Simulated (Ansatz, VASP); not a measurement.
This is a calculation of InP for VASP 6.6.1.

The input INCAR:

```
SYSTEM = InP
ALGO = Normal ; EDIFF = 1E-7
ENCUT = 520 ; GGA = CA
ISIF = 2 ; ISMEAR = -1
LASPH = .True. ; LCHARG = .False.
LREAL = .False. ; LWAVE = .False.
NBANDS = 16 ; NELM = 60
PREC = Accurate ; SIGMA = 0.05
```

File KPOINTS:

```
k-points
0
Gamma
  8 8 8
  0 0 0
```

File POSCAR:

```
InP
1.0
    0.0000000000      2.9499078504      2.9499078504
    2.9499078504      0.0000000000      2.9499078504
    2.9499078504      2.9499078504      0.0000000000
In P
1 1
Direct
    0.0000000000      0.0000000000      0.0000000000
    0.7500000000      0.7500000000      0.7500000000
```

Potentials or basis: VASP PAW LDA potentials, release 64 (In_d, P).

The run is started by

```bash
$ cat potpaw_LDA.64/In_d/POTCAR potpaw_LDA.64/P/POTCAR > POTCAR
$ mpirun -np 1 vasp_std > vasp.out
```

Q: Translate it to Ansatz 0.2.0. Potentials there: all-electron LAPW, scalar-relativistic.

A: As run (the cutoff follows the program's own potentials):

input.yaml

```yaml
crystal:
  lattice:
    - [0.0, 2.9499078504, 2.9499078504]
    - [2.9499078504, 0.0, 2.9499078504]
    - [2.9499078504, 2.9499078504, 0.0]
  atoms:
    - { symbol: In, position: [0.0, 0.0, 0.0] }
    - { symbol: P, position: [0.75, 0.75, 0.75] }
kpoints:
  mp_grid: { grid: [8, 8, 8] }
scf:
  occupations: { method: fermi_dirac, width: 0.05 }
hamiltonian:
  xc: lda
  pseudopotentials: { kind: all_electron, lapw: { basis_error: 0.001 } }
output:
  forces: true
  stress: true
  eigenvalues: true
```

Potentials or basis: all-electron LAPW, scalar-relativistic.

Launch:

```sh
$ ansatz run input.yaml --threads 1 --pin off --max-ram 3072MiB --backend cpu --events-out ev --progress --plain --runs-dir out
```

Both were run:

|  | VASP | Ansatz | Ansatz less VASP |
| --- | --- | --- | --- |
| gap on the k mesh at the Fermi level (eV) | 0.40 | 0.37 | -0.031 |
| least direct gap on the mesh (eV) | 0.40 | 0.37 | -0.031 |
| pressure (GPa) | -2.4 | -2.4 | -0.01 |

LDA's correlation is that of Perdew and Zunger in VASP and of Perdew and Wang (1992) in Ansatz. Ansatz ran all-electron here, and VASP with PAW potentials.
